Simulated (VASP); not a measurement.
Crystal: YTeAs.

```
CELL_PARAMETERS angstrom
0.00000 4.16976 0.00000
4.16976 0.00000 0.00000
2.08488 2.08488 -8.65785
ATOMIC_POSITIONS crystal
As 0.50000 0.00000 0.00000
As 0.00000 0.50000 0.00000
Te 0.30950 0.30950 0.38100
Te 0.69050 0.69050 0.61900
Y 0.11450 0.11450 0.77100
Y 0.88550 0.88550 0.22900
```

Base run:

| Item | Value |
| --- | --- |
| Program | VASP 6.6.1 |
| Functional | PBE |
| Potentials or basis | VASP PAW PBE potentials, release 64 (As, Te, Y_sv) |
| Cutoff | 520 eV |
| k mesh | 5 × 5 × 5 |
| Occupations | fermi-dirac, width 0.1 eV |
| Spin | no spin polarisation |

Its results: band gap on the k mesh zero (band 22 reaches 5.77 eV, above the bottom of band 23 at 5.36 eV); pressure 1.2 GPa; largest force 1.692 eV/Å.

Problem. The run is repeated on the same cell with these changes: functional from PBE to PBEsol; further incar settings from ALGO = Normal; EDIFF = 1e-06; NBANDS = 31 to ALGO = Normal; EDIFF = 1e-07; NBANDS = 31. What comes out?

Solution. Band gap on the k mesh zero (band 22 reaches 5.65 eV, above the bottom of band 23 at 5.23 eV); pressure -2.0 GPa; largest force 1.585 eV/Å.

Caveats: spin-orbit coupling is left out, which moves the levels of the heavy elements; forces of over 1 eV/Å act on the atoms, so gaps and moduli don't describe the material at rest (some runs); the PAW data sets were made with another functional, which shifts forces and pressure a little (some runs).
